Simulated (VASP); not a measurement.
# Pb (I4/mmm) in VASP: a series of runs

Runs on Pb. Level: PBE. Tasks: single point.

Program: VASP 6.6.1. These are calculated values, not measurements. Logs are shortened: lines on timing, memory, paths and dates and some standing lists are left out, and cuts for length are marked.

## (1) The cell of the first run

It takes space group I4/mmm (No. 139, tetragonal). Conventional cell: a = 3.794 Å, b = 3.794 Å, c = 4.186 Å, α = 90.00°, β = 90.00°, γ = 90.00°. Pb (site symmetry 4/mmm) has 14 Pb at 3.40 to 4.19 Å within 4.5 Å.

## (2) Single point, PBE

Contents of INCAR:

```
ALGO = Fast
EDIFF = 1E-6
ENCUT = 520
GGA = PE
ISIF = 2
ISMEAR = 0
LASPH = T
LCHARG = F
LREAL = F
LWAVE = F
NBANDS = 13
NELM = 80
PREC = Accurate
SIGMA = 0.15
```

Contents of KPOINTS:

```
k-points
0
Gamma
  18 18 18
```

Contents of POSCAR:

```
Pb
1.0
    0.0000000000      2.6830591805      2.0927861608
    2.6830591805      0.0000000000      2.0927861608
    2.6830591805      2.6830591805      0.0000000000
Pb
1
Direct
    0.0000000000      0.0000000000      0.0000000000
```

Potentials or basis: VASP PAW PBE potentials, release 64 (Pb_d).

The run is started by

```sh
$ cat potpaw_PBE.64/Pb_d/POTCAR > POTCAR
$ mpirun -np 1 vasp_std > vasp.out
```

OUTCAR:

```text
EDIFF = 1E-6
   ENCUT = 520
   GGA = PE
   ISIF = 2
   ISMEAR = 0
   LASPH = T
   LREAL = F
   NELM = 80
   PREC = Accurate

 ion  position               nearest neighbor table
   1  0.000  0.000  0.000-

  LATTYP: Found a body centered tetragonal cell.
 ALAT       =     3.7944186817
 C/A-ratio  =     1.1030865787

  Lattice vectors:

 A1 = (   0.0000000000,  -2.6830591805,  -2.0927861608)
 A2 = (   0.0000000000,   2.6830591805,  -2.0927861608)
 A3 = (   2.6830591805,   0.0000000000,   2.0927861608)

Analysis of symmetry for initial positions (statically):
=====================================================================
 Subroutine PRICEL returns:
 Original cell was already a primitive cell.

 Routine SETGRP: Setting up the symmetry group for a
 body centered tetragonal supercell.

 Subroutine GETGRP returns: Found 16 space group operations
 (whereof 16 operations were pure point group operations)
 out of a pool of 16 trial point group operations.

The static configuration has the point symmetry D_4h.

Analysis of symmetry for dynamics (positions and initial velocities):
=====================================================================
 Subroutine PRICEL returns:
 Original cell was already a primitive cell.

 Routine SETGRP: Setting up the symmetry group for a
 body centered tetragonal supercell.

 Subroutine GETGRP returns: Found 16 space group operations
 (whereof 16 operations were pure point group operations)
 out of a pool of 16 trial point group operations.

The dynamic configuration has the point symmetry D_4h.

 Subroutine INISYM returns: Found 16 space group operations
 (whereof 16 operations are pure point group operations),
 and found     1 'primitive' translations

----------------------------------------------------------------------------------------

                                     Primitive cell

  volume of cell :      30.1311

  direct lattice vectors                    reciprocal lattice vectors
     0.000000000  2.683059180  2.092786161    -0.186354443  0.186354443  0.238915953
     2.683059180  0.000000000  2.092786161     0.186354443 -0.186354443  0.238915953
     2.683059180  2.683059180  0.000000000     0.186354443  0.186354443 -0.238915953

  length of vectors
     3.402728388  3.402728388  3.794418682     0.355720100  0.355720100  0.355720100

  position of ions in fractional coordinates (direct lattice)
     0.000000000  0.000000000  0.000000000

  ion indices of the primitive-cell ions
   primitive index   ion index
                 1           1

----------------------------------------------------------------------------------------

 KPOINTS: k-points

Automatic generation of k-mesh.
 Grid dimensions read from file:
 generate k-points for:   18   18   18

 Generating k-lattice:

  Cartesian coordinates                     Fractional coordinates (reciprocal lattice)
    -0.010353025  0.010353025  0.013273108     0.055555556 -0.000000000  0.000000000
     0.010353025 -0.010353025  0.013273108    -0.000000000  0.055555556  0.000000000
     0.010353025  0.010353025 -0.013273108     0.000000000  0.000000000  0.055555556

  Length of vectors
     0.019762228  0.019762228  0.019762228

  Shift w.r.t. Gamma in fractional coordinates (k-lattice)
     0.000000000  0.000000000  0.000000000

 Subroutine IBZKPT returns following result:
 ===========================================

 Found    480 irreducible k-points:

 Following reciprocal coordinates:
            Coordinates               Weight
  0.000000  0.000000  0.000000      1.000000
  0.055556 -0.000000  0.000000      8.000000
  0.111111 -0.000000  0.000000      8.000000
  0.166667 -0.000000  0.000000      8.000000
  0.222222 -0.000000  0.000000      8.000000
  0.277778 -0.000000  0.000000      8.000000
[... 16 lines left out ...]
 -0.277778  0.055556  0.000000      8.000000
 -0.222222  0.055556  0.000000      8.000000
 [... further k-points ...]
   k-points           NKPTS =    480   k-points in BZ     NKDIM =    480   number of bands    NBANDS=     13
   number of dos      NEDOS =    301   number of ions     NIONS =      1
   total plane-waves  NPLWV =  21952
   dimension x,y,z NGX =    28 NGY =   28 NGZ =   28
   dimension x,y,z NGXF=    56 NGYF=   56 NGZF=   56
   ions per type =               1
   NGX,Y,Z   is equivalent  to a cutoff of  13.68, 13.68, 12.27 a.u.
   NGXF,Y,Z  is equivalent  to a cutoff of  27.36, 27.36, 24.54 a.u.
 SYSTEM =  unknown system
   PREC   = accura    normal or accurate (medium, high low for compatibility)
   ISTART =      0    job   : 0-new  1-cont  2-samecut
   ICHARG =      2    charge: 1-file 2-atom 10-const
   ISPIN  =      1    spin polarized calculation?
   LNONCOLLINEAR =      F non collinear calculations
   LSORBIT =      F    spin-orbit coupling
   LASPH  =      T    aspherical Exc in radial PAW
   ENCUT  =  520.0 eV  38.22 Ry    6.18 a.u.   6.33  6.33  7.06*2*pi/ulx,y,z
   NELM   =     80;   NELMIN=  2; NELMDL= -5     # of ELM steps
   EDIFF  = 0.1E-05   stopping-criterion for ELM
   LREAL  =      F    real-space projection
   EDIFFG = 0.1E-04   stopping-criterion for IOM
   NSW    =      0    number of steps for IOM
   IBRION =     -1    ionic relax: 0-MD 1-quasi-New 2-CG
   NFREE  =      0    steps in history (QN), initial steepest desc. (CG)
   ISIF   =      2    stress and relaxation
   ISYM   =      2    0-nonsym 1-usesym 2-fastsym
   POTIM  = 0.5000    time-step for ionic-motion
   TEBEG  =    0.0;   TEEND  =   0.0 temperature during run
   PSTRESS=    0.0 pullay stress
   NELECT =      14.0000    total number of electrons
   NUPDOWN=      -1.0000    fix difference up-down
   EMIN   =  10.00;   EMAX   =-10.00  energy-range for DOS
   EFERMI =   0.00;   METHOD = LEGACY
   ISMEAR =     0;   SIGMA  =   0.15  broadening in eV -4-tet -1-fermi 0-gaus
   EFERMI_NEDOS =   21; number of points for ismear=-14 and -15
   IALGO  =     68    algorithm
   IMIX   =      4    mixing-type and parameters
     AMIX     =   0.40;   BMIX     =  1.00
     AMIX_MAG =   1.60;   BMIX_MAG =  1.00
  volume/ion in A,a.u.               =      30.13       203.33
  Fermi-wavevector in a.u.,A,eV,Ry     =   1.267980  2.396135 21.875082  1.607773
  Thomas-Fermi vector in A             =   2.401099
   LORBIT       =      0    0 simple, 1 ext, 2 COOP (PROOUT), +10 PAW based schemes
   GGA     = PE    functional components
   LHFCALC =     F    Hartree Fock is set to
   AEXX    =    0.0000 exact exchange contribution
   IVDW    =     0    specifies the selected vdW correction
   LEPSILON=     F    determine dielectric tensor
   LRPA    =     F    only Hartree local field effects (RPA)
 non-spin polarized calculation
 RMM-DIIS sequential band-by-band and
 Gauss-broadening in eV      SIGMA  =   0.15
  energy-cutoff  :      520.00
  volume of cell :       30.13
 maximum number of plane-waves:       827
 NGX is ok and might be reduce to    28

 number of electron      14.0000001 magnetization

 Free energy of the ion-electron system (eV)
  ---------------------------------------------------
  ext. energy  EPLUGINS =         0.00000000
  ---------------------------------------------------
  free energy    TOTEN  =        -3.52119541 eV

  energy without entropy =       -3.51434130  energy(sigma->0) =       -3.51776835

 E-fermi :   7.3519     XC(G=0): -10.2173

 val. band max:        7.3513543874   @ k =   0.5000   0.2778   0.2222
 cond. band min:       7.3524853368   @ k =  -0.2778   0.1111   0.0000
 fundamental gap:      0.0011309494
 Fermi energy:         7.3518867089

 k-point     1 :       0.0000    0.0000    0.0000
  band No.  band energies     occupation
      1      -9.7904      2.00000
      2      -9.7904      2.00000
      3      -9.7337      2.00000
      4      -9.5762      2.00000
      5      -9.5168      2.00000
      6      -4.4480      2.00000
      7      14.7683      0.00000
      8      15.1013      0.00000
      9      15.1013      0.00000
     10      17.8023      0.00000
     11      19.1323      0.00000
     12      19.1372      0.00000
     13      19.1372      0.00000

 k-point     2 :       0.0556   -0.0000    0.0000
  band No.  band energies     occupation
      1      -9.7868      2.00000
      2      -9.7860      2.00000
      3      -9.7299      2.00000
      4      -9.5775      2.00000
      5      -9.5188      2.00000
      6      -4.3865      2.00000
      7      14.1592      0.00000
      8      14.8969      0.00000
      9      14.9079      0.00000
     10      17.5810      0.00000
     11      18.8755      0.00000
     12      18.9551      0.00000
     13      19.5425      0.00000

 k-point     3 :       0.1111   -0.0000    0.0000
  band No.  band energies     occupation
      1      -9.7809      2.00000
      2      -9.7771      2.00000
      3      -9.7110      2.00000
      4      -9.5811      2.00000
      5      -9.5241      2.00000
      6      -4.2019      2.00000
      7      12.6089      0.00000
      8      14.4147      0.00000
      9      14.7119      0.00000
     10      17.2228      0.00000
     11      18.4580      0.00000
     12      18.5634      0.00000
     13      20.0550      0.00000
[... 305 lines left out ...]
 k-point    23 :      -0.2778    0.0556    0.0000
  band No.  band energies     occupation
      1      -9.7975      2.00000
      2      -9.7480      2.00000
      3      -9.6022      2.00000
      4      -9.5552      2.00000
      5      -9.5317      2.00000
      6      -2.8022      2.00000
      7       7.3643      0.90698
      8      12.4513      0.00000
      9      13.3579      0.00000
     10      16.2513      0.00000
     11      17.2254      0.00000
     12      17.5087      0.00000
     13      22.7340      0.00000

 k-point    24 :      -0.2222    0.0556    0.0000
  band No.  band energies     occupation
      1      -9.7848      2.00000
      2      -9.7526      2.00000
      3      -9.6183      2.00000
      4      -9.5940      2.00000
      5      -9.5312      2.00000
      6      -3.3557      2.00000
      7       8.9953      0.00000
      8      13.0963      0.00000
      9      13.6208      0.00000
     10      16.5395      0.00000
     11      17.1948      0.00000
     12      17.7612      0.00000
     13      22.2005      0.00000

 [... further k-points ...]
[... 5 lines left out ...]
  --------------------------------------------------------------------------------------
  -------------------------------------------------------------------------------------
  Total        0.4153021      0.4153021      0.6590454      0.0000000      0.0000000      0.0000000
  in kB       22.0830635     22.0830635     35.0437497      0.0000000      0.0000000      0.0000000
  external PRESSURE =      26.4032922 kB  Pullay stress =       0.0000000 kB

 VOLUME and BASIS-vectors are now :
 -----------------------------------------------------------------------------
  energy-cutoff  :      520.00
  volume of cell :       30.13
      direct lattice vectors                 reciprocal lattice vectors
     0.000000000  2.683059180  2.092786161    -0.186354443  0.186354443  0.238915953
     2.683059180  0.000000000  2.092786161     0.186354443 -0.186354443  0.238915953
     2.683059180  2.683059180  0.000000000     0.186354443  0.186354443 -0.238915953

 POSITION                                       TOTAL-FORCE (eV/Angst)
 -----------------------------------------------------------------------------------
      0.00000      0.00000      0.00000         0.000000      0.000000      0.000000
 -----------------------------------------------------------------------------------
    total drift:                               -0.000000     -0.000000     -0.000000

  FREE ENERGIE OF THE ION-ELECTRON SYSTEM (eV)
  ---------------------------------------------------
  free  energy   TOTEN  =        -3.5211954075 eV

  energy  without entropy=       -3.5143412952  energy(sigma->0) =       -3.51776835
```

Wall time 2.7 min (1 thread of Intel Xeon 6975P-C, shared host); peak memory 0.29 GiB.

Results:

```
Free energy            : -3.5212 eV
Pressure               : 2.6 GPa
Band gap on the k mesh : zero (band 7 reaches 14.77 eV, above the bottom of band 8 at 5.36 eV)
```

Stress tensor (GPa, compression positive):
```
2.21 0.00 0.00
0.00 2.21 0.00
0.00 0.00 3.50
```

Caveat: spin-orbit coupling is left out, which moves the levels of the heavy elements.

## (3) Single point, PBE

This run uses another cell than the first one, of the same volume but with other edges.

Contents of INCAR:

```
SYSTEM = Pb
  PREC = Accurate
  ENCUT = 520
  EDIFF = 1E-7
  ISMEAR = 0
  SIGMA = 0.15
  LREAL = .False.
  LASPH = .True.
  NELM = 60
  ALGO = Fast
  ISIF = 2
  LWAVE = .False.
  LCHARG = .False.
  GGA = PE
  NBANDS = 13
```

Contents of KPOINTS:

```
Automatic mesh
0
Gamma
  18 18 18
  0 0 0
```

Contents of POSCAR:

```
Pb
1.0
    0.0000000000      2.2629797558      2.9418736826
    2.2629797558      0.0000000000      2.9418736826
    2.2629797558      2.2629797558      0.0000000000
Pb
1
Direct
    0.0000000000      0.0000000000      0.0000000000
```

Potentials or basis: VASP PAW PBE potentials, release 64 (Pb_d).

The run is started by

```sh
$ cat potpaw_PBE.64/Pb_d/POTCAR > POTCAR
$ mpirun -np 1 vasp_std > vasp.out
```

It took 1.7 min on 1 thread of Intel Xeon 6975P-C, shared host; peak memory 0.29 GiB.

It converged, with:

```
Free energy            : -3.4603 eV
Pressure               : 3.8 GPa
Band gap on the k mesh : zero (band 7 reaches 13.45 eV, above the bottom of band 8 at 5.05 eV)
```

Stress tensor (GPa, compression positive):
```
 5.98  0.00  0.00
 0.00  5.98  0.00
 0.00  0.00 -0.65
```

Levels at points of the mesh, in eV from the Fermi level:
```tsv
k point	band 3	band 4	band 5	band 6	band 7	band 8	band 9	band 10	band 11	band 12
(0.00, 0.00, 0.00)	-16.99	-16.99	-16.84	-11.88	6.07	7.60	7.60	10.40	10.48	10.78
(0.50, 0.00, 0.00)	-17.01	-16.88	-16.79	-8.07	-4.23	2.94	6.97	8.15	10.60	13.06
(0.50, 0.50, 0.00)	-16.84	-16.84	-16.81	-8.82	-4.30	4.37	4.37	7.86	8.83	19.45
(0.50, 0.00, 0.50)	-16.96	-16.86	-16.62	-5.60	-2.55	0.43	2.32	4.80	6.25	14.28
```

Caveat: spin-orbit coupling is left out, which moves the levels of the heavy elements.

## (4) Single point, PBE

This run uses another cell than the first one, of the same volume but with other edges.

Contents of INCAR:

```
SYSTEM = Pb
PREC = Accurate ; ENCUT = 520
EDIFF = 1E-7 ; ISMEAR = 0
SIGMA = 0.15 ; LREAL = .FALSE.
LASPH = .TRUE. ; NELM = 100
ALGO = Fast ; ISIF = 2
LWAVE = .FALSE. ; LCHARG = .FALSE.
GGA = PE ; NBANDS = 13
```

Contents of KPOINTS:

```
regular mesh
0
G
  18 18 18
  0 0 0
```

Contents of POSCAR:

```
Pb
1.0
    0.0000000000      2.5394081583      2.3362555057
    2.5394081583      0.0000000000      2.3362555057
    2.5394081583      2.5394081583      0.0000000000
Pb
1
Direct
    0.0000000000      0.0000000000      0.0000000000
```

The run is started by

```sh
$ cat potpaw_PBE.64/Pb_d/POTCAR > POTCAR
$ mpirun -np 1 vasp_std > vasp.out
```

It took 2.9 min on 1 thread of Intel Xeon 6975P-C, shared host; peak memory 0.3 GiB.

Results (log left out):

| Item | Value |
| --- | --- |
| Free energy | -3.5463 eV |
| Pressure | 2.7 GPa |
| Band gap on the k mesh | zero (band 7 reaches 14.72 eV, above the bottom of band 8 at 5.62 eV) |

Stress tensor (GPa, compression positive):
```
2.49 0.00 0.00
0.00 2.49 0.00
0.00 0.00 3.15
```

Levels at points of the mesh, in eV from the Fermi level:
```tsv
k point	band 3	band 4	band 5	band 6	band 7	band 8	band 9	band 10	band 11	band 12
(0.00, 0.00, 0.00)	-17.04	-17.01	-16.92	-11.83	7.34	7.52	7.52	9.81	11.43	12.53
(0.50, 0.00, 0.00)	-17.05	-16.85	-16.80	-8.15	-4.26	4.94	6.04	9.15	9.56	10.58
(0.50, 0.50, 0.00)	-16.84	-16.78	-16.78	-6.14	-2.81	1.37	1.37	4.82	6.07	17.53
(0.50, 0.00, 0.50)	-16.84	-16.83	-16.76	-7.04	-3.54	2.16	2.67	5.73	7.00	17.86
```

Caveat: spin-orbit coupling is left out, which moves the levels of the heavy elements.

## (5) Single point, PBE

This run uses another cell than the first one, of the same volume but with other edges.

Contents of INCAR:

```
  PREC = Accurate
  ENCUT = 520
  EDIFF = 1E-6
  ISMEAR = 0
  SIGMA = 0.15
  LREAL = F
  LASPH = T
  NELM = 60
  ALGO = Fast
  ISIF = 2
  LWAVE = F
  LCHARG = T
  GGA = PE
  LELF = T
  LVHAR = T
  NBANDS = 13
```

Contents of KPOINTS:

```
Automatic mesh
0
Gamma
  18 18 18
```

Contents of POSCAR:

```
Pb
1.0
    0.0000000000      2.3925676403      2.6318244044
    2.3925676403      0.0000000000      2.6318244044
    2.3925676403      2.3925676403      0.0000000000
Pb
1
Direct
    0.0000000000      0.0000000000      0.0000000000
```

The run is started by

```sh
$ cat potpaw_PBE.64/Pb_d/POTCAR > POTCAR
$ mpirun -np 1 vasp_std > vasp.out
```

Run time: 2.3 min. Hardware: 1 thread of Intel Xeon 6975P-C, shared host; peak memory 0.3 GiB.

The run converged. Its results:

```
Free energy            : -3.5437 eV
Pressure               : 2.8 GPa
Band gap on the k mesh : zero (band 7 reaches 14.80 eV, above the bottom of band 8 at 5.42 eV)
```

Stress tensor (GPa, compression positive):
```
3.35 0.00 0.00
0.00 3.35 0.00
0.00 0.00 1.75
```

Levels at points of the mesh, in eV from the Fermi level:
```
           k point  band 3  band 4  band 5  band 6  band 7  band 8  band 9  band 10  band 11  band 12
(0.00, 0.00, 0.00)  -17.06  -17.02  -16.91  -11.82    7.43    7.43    7.49     9.84    11.43    12.39
(0.50, 0.00, 0.00)  -17.04  -16.84  -16.80   -8.14   -4.25    4.65    6.44     8.82     9.51    11.34
(0.50, 0.50, 0.00)  -16.83  -16.80  -16.80   -7.47   -3.78    2.84    2.84     6.17     7.37    19.31
(0.50, 0.00, 0.50)  -16.84  -16.83  -16.73   -6.35   -3.05    1.38    2.03     5.07     6.38    16.97
```

Caveat: spin-orbit coupling is left out, which moves the levels of the heavy elements.

## (6) Overview

```csv
cell,further INCAR settings,gap on the mesh (eV),pressure (GPa)
"a = 3.403, b = 3.403, c = 3.794 Å, angles 56.1, 56.1, 67.8°, 1 atom",ALGO = Fast; EDIFF = 1e-06; NBANDS = 13,none,2.6
"a = 3.712, b = 3.712, c = 3.200 Å, angles 64.5, 64.5, 51.1°, 1 atom",ALGO = Fast; EDIFF = 1e-07; NBANDS = 13,none,3.8
"a = 3.451, b = 3.451, c = 3.591 Å, angles 58.6, 58.6, 62.7°, 1 atom",ALGO = Fast; EDIFF = 1e-07; NBANDS = 13,none,2.7
"a = 3.557, b = 3.557, c = 3.384 Å, angles 61.6, 61.6, 56.8°, 1 atom",ALGO = Fast; EDIFF = 1e-06; NBANDS = 13,none,2.8
```

Alike in all rows: task single point; level PBE; potentials or basis VASP PAW PBE potentials, release 64 (Pb_d); no spin polarisation; k mesh 18 × 18 × 18; cutoff (eV) 520; smearing gaussian 0.15 eV.

Caveats: spin-orbit coupling is left out, which moves the levels of the heavy elements.

Total energies depend on the potentials used, so only differences within one code and one set of settings carry meaning.
